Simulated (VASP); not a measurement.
Bi4Te, 5 atoms in the cell. The structure is trigonal, space group R32 (No. 155). The conventional cell has a = 6.893 Å, b = 6.893 Å, c = 15.132 Å, α = 90.00°, β = 90.00°, γ = 120.00°. Within 4.3 Å of Bi (site symmetry 32) lie 6 Bi at 3.24 Å. Bi (site symmetry 2) has 2 Te at 3.05 to 3.84 Å and 6 Bi at 3.24 to 3.51 Å within 4.0 Å. Within 4.0 Å of Te (site symmetry 32) lie 6 Bi at 3.05 to 3.84 Å. The cell was built from a structure type or drawn by symmetry, and may not be a known phase.

- Program: VASP 6.6.1
- Task: single point
- Functional: PBE
- Potentials or basis: VASP PAW PBE potentials, release 64 (Bi_d, Te)
- Cutoff: 520 eV
- k mesh: 3 × 3 × 3
- Occupations: gaussian, width 0.1 eV
- Spin: no spin polarisation
- Dipole correction: no
- Further INCAR settings: ALGO = Fast; EDIFF = 1e-06; NBANDS = 41

Potentials or basis: VASP PAW PBE potentials, release 64 (Bi_d, Te).

Run with:

```bash
$ cat potpaw_PBE.64/Bi_d/POTCAR potpaw_PBE.64/Te/POTCAR > POTCAR
$ mpirun -np 1 vasp_std > vasp.out
```

Hardware: 1 thread of Intel(R) Xeon(R) Platinum 8488C (Sapphire Rapids) (shared host).

Question: Estimate the wall time of this run.

Answer: Run time: 81 s on 1 thread of Intel(R) Xeon(R) Platinum 8488C (Sapphire Rapids), on a shared host, peak memory 0.33 GiB. Counts: scf iterations 13, k points 6.
